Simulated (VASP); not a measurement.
Sb:

```xyz
1
Lattice="1.9600 1.9600 1.9600 -1.9600 1.9600 1.9600 -1.9600 -1.9600 1.9600" Properties=species:S:1:pos:R:3 pbc="T T T"
Sb    0.0000    0.0000    0.0000
```

```yaml
Program: VASP 6.6.1
Task: relaxation of cell and atoms
Functional: LDA
Potentials_or_basis: VASP PAW LDA potentials, release 64 (Sb)
Cutoff: 600 eV
k_mesh: 9 × 9 × 9
Occupations: fermi-dirac, width 0.05 eV
Spin: no spin polarisation
```

At the start: pressure -8.4 GPa; volume 30.12 Å³/atom.

Question: Where does the relaxation end?

Answer: Over 3 steps the energy falls by 143.3 meV/atom and the volume is 25.54 Å³/atom (-15.2 %); space group Im-3m (No. 229, to 0.05 Å).

Step by step:
| step | energy change (eV) | largest force (eV/Å) | pressure (GPa) | volume (Å³) |
| --- | --- | --- | --- | --- |
| 1 | 0.0000 | 0.0000 | -8.41 | 30.12 |
| 2 | -0.1083 | 0.0000 | 6.69 | 23.74 |
| 3 | -0.1433 | 0.0000 | 0.00 | 25.54 |

Final structure:
```
CELL_PARAMETERS angstrom
1.85511 1.85511 1.85511
-1.85511 1.85511 1.85511
-1.85511 -1.85511 1.85511
ATOMIC_POSITIONS crystal
Sb 0.00000 0.00000 0.00000
```

Caveat: the volume moved by over 15 % at a fixed basis, so the end points are rough.
